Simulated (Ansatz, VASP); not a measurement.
**Hg3P2: VASP beside Ansatz**

```xyz
5
Lattice="4.2059 0.0000 0.0000 -2.1030 3.6425 0.0000 0.0000 0.0000 7.4204" Properties=species:S:1:pos:R:3 pbc="T T T"
Hg    0.0000    0.0000    0.0000
Hg    0.0000    2.4283    4.6953
Hg    2.1030    1.2142    2.7251
P     0.0000    2.4283    1.6192
P     2.1030    1.2142    5.8012
```

Alike in both runs: functional PBE; k mesh 6 × 6 × 4; occupations gaussian, width 0.1 eV; no spin polarisation.

Ansatz relaxed the structure, and its values are those at the end. VASP's run is a single point on that final structure, the one shown.

```csv
,VASP,Ansatz
version,VASP 6.6.1,Ansatz 0.2.0
potentials or method,"VASP PAW PBE potentials, release 64 (Hg, P), cutoff 520 eV","scalar-relativistic, plane waves, PAW"
valence electrons in the cell,46,70
```

```csv
,VASP,Ansatz,Ansatz less VASP
gap on the k mesh at the Fermi level (eV),none,none,-
pressure (GPa),0.1,-0.2,-0.28
rms of the force components (eV/Å),0.018,0.018,-0.0003
```

A gap of «none» marks a metal or a gap that the smearing closes. With one functional, cell and mesh, what is left measures potentials, basis and numerics. VASP's potentials hold 46 valence electrons a cell and Ansatz's 70, so a difference there can come from the potentials and not from the codes.

Neither program's run includes spin-orbit coupling.
